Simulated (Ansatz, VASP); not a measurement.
**Two plane-wave programs on Au**

```xyz
2
Lattice="0.0000 3.1533 3.1533 3.1533 0.0000 3.1533 3.1533 3.1533 0.0000" Properties=species:S:1:pos:R:3 pbc="T T T"
Au    0.7883    0.7883    0.7883
Au    5.5183    5.5183    5.5183
```

Alike in both runs: task single point; functional r2SCAN; k mesh 10 × 10 × 10; occupations fermi-dirac, width 0.1 eV; no spin polarisation.

```csv
,VASP,Ansatz
version,VASP 6.6.1,Ansatz 0.2.0
potentials or method,"VASP PAW PBE potentials, release 64 (Au), cutoff 520 eV","plane waves (500 eV) with PAW, scalar-relativistic"
valence electrons in the cell,22,38
```

|  | VASP | Ansatz | Ansatz less VASP |
| --- | --- | --- | --- |
| pressure (GPa) | -5.2 | -5.2 | -0.05 |

VASP's potentials were made for PBE, not for r2SCAN. The functional is the same, so the differences come from potentials, cutoffs and numerics. VASP's potentials hold 22 valence electrons a cell and Ansatz's 38, so a difference there can come from the potentials and not from the codes.

Neither program's run includes spin-orbit coupling.
